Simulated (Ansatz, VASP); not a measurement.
SiO2 in VASP and in Ansatz

```xyz
6
Lattice="4.2215 0.0000 0.0000 0.0000 4.2215 0.0000 0.0000 0.0000 2.6996" Properties=species:S:1:pos:R:3 pbc="T T T"
Si    0.0000    0.0000    0.0000
Si    2.1108    2.1108    1.3498
O     1.2886    1.2886    0.0000
O     0.8221    3.3994    1.3498
O     2.9329    2.9329    0.0000
O     3.3994    0.8221    1.3498
```

Change from the starting cell: volume scaled by 1.04, ions relaxed.

Alike in both runs: task relaxation of the atoms; functional PBE; k mesh 7 × 7 × 11; occupations fermi-dirac, width 0.02 eV; no spin polarisation.

|  | VASP | Ansatz |
| --- | --- | --- |
| version | VASP 6.6.1 | Ansatz 0.2.0 |
| potentials or method | VASP PAW PBE potentials, release 64 (Si, O) | plane-wave PAW, scalar-relativistic |
| plane-wave cutoff (eV) | 520 | 420 |
| valence electrons in the cell | 32 | 32 |

Ansatz gave:

| Quantity | Value |
| --- | --- |
| gap on the k mesh at the Fermi level, each at its own relaxed structure (eV) | 5.06 |

Q: What did VASP give for the same quantities?

A: gap on the k mesh at the Fermi level, each at its own relaxed structure (eV): 5.04.

Ansatz's warnings: stress scf threshold loose.
